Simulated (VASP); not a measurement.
Wanted: the native input for a VASP 6.6.1 run.

```yaml
Task: single point
Functional: r2SCAN
Potentials_or_basis: VASP PAW PBE potentials, release 64 (Mg, S, Ba_sv)
Cutoff: 520 eV
k_mesh: 4 × 4 × 4
Occupations: gaussian, width 0.01 eV
Spin: no spin polarisation
Dipole_correction: no
Further_INCAR_settings: ALGO = Normal; EDIFF = 1e-06; NBANDS = 30
```

Crystal: BaMg3S4.

```xyz
8
Lattice="5.6696 0.0000 0.0000 0.0000 5.6696 0.0000 0.0000 0.0000 5.6696" Properties=species:S:1:pos:R:3 pbc="T T T"
Mg    2.8348    0.0000    0.0000
Mg    0.0000    2.8348    0.0000
Mg    0.0000    0.0000    2.8348
S     0.0000    2.8348    2.8348
S     2.8348    0.0000    2.8348
S     2.8348    2.8348    0.0000
S     0.0000    0.0000    0.0000
Ba    2.8348    2.8348    2.8348
```

These files were run (other wordings do the same):

POSCAR

```
BaMg3S4
1.0
    5.6695810014      0.0000000000      0.0000000000
    0.0000000000      5.6695810014      0.0000000000
    0.0000000000      0.0000000000      5.6695810014
Mg S Ba
3 4 1
Direct
    0.5000000000      0.0000000000      0.0000000000
    0.0000000000      0.5000000000      0.0000000000
    0.0000000000      0.0000000000      0.5000000000
    0.0000000000      0.5000000000      0.5000000000
    0.5000000000      0.0000000000      0.5000000000
    0.5000000000      0.5000000000      0.0000000000
    0.0000000000      0.0000000000      0.0000000000
    0.5000000000      0.5000000000      0.5000000000
```

INCAR.step1

```
SYSTEM = BaMg3S4
PREC = Accurate
ENCUT = 520
ISMEAR = 0
SIGMA = 0.01
LREAL = .False.
LASPH = .True.
NELM = 60
NBANDS = 30
GGA = PE
ALGO = Normal
EDIFF = 1E-4
LWAVE = .True.
LCHARG = .False.
```

INCAR.step2

```
SYSTEM = BaMg3S4
PREC = Accurate
ENCUT = 520
EDIFF = 1E-6
ISMEAR = 0
SIGMA = 0.01
LREAL = .False.
LASPH = .True.
NELM = 60
ALGO = Normal
ISIF = 2
LWAVE = .False.
LCHARG = .True.
METAGGA = R2SCAN
LMIXTAU = .True.
LELF = .True.
LVHAR = .True.
NBANDS = 30
ISTART = 1
```

KPOINTS

```
Automatic mesh
0
Gamma
  4 4 4
  0 0 0
```

Potentials or basis: VASP PAW PBE potentials, release 64 (Mg, S, Ba_sv).

Command:

```bash
$ cat potpaw_PBE.64/Mg/POTCAR potpaw_PBE.64/S/POTCAR potpaw_PBE.64/Ba_sv/POTCAR > POTCAR
$ cp INCAR.step1 INCAR
$ mpirun -np 1 vasp_std > vasp.out
$ cp INCAR.step2 INCAR
$ mpirun -np 1 vasp_std > vasp.out
```

It gave:

The pressure is 0.5 GPa and the band gap on the k mesh is 1.76 eV.

Caveat: the PAW data sets were made with another functional, which shifts forces and pressure a little; spin-orbit coupling is left out, which moves the levels of the heavy elements.

Run time: 2.3 min on 1 thread of Intel(R) Xeon(R) Platinum 8488C (Sapphire Rapids), with other jobs on the host, peak memory 0.31 GiB.
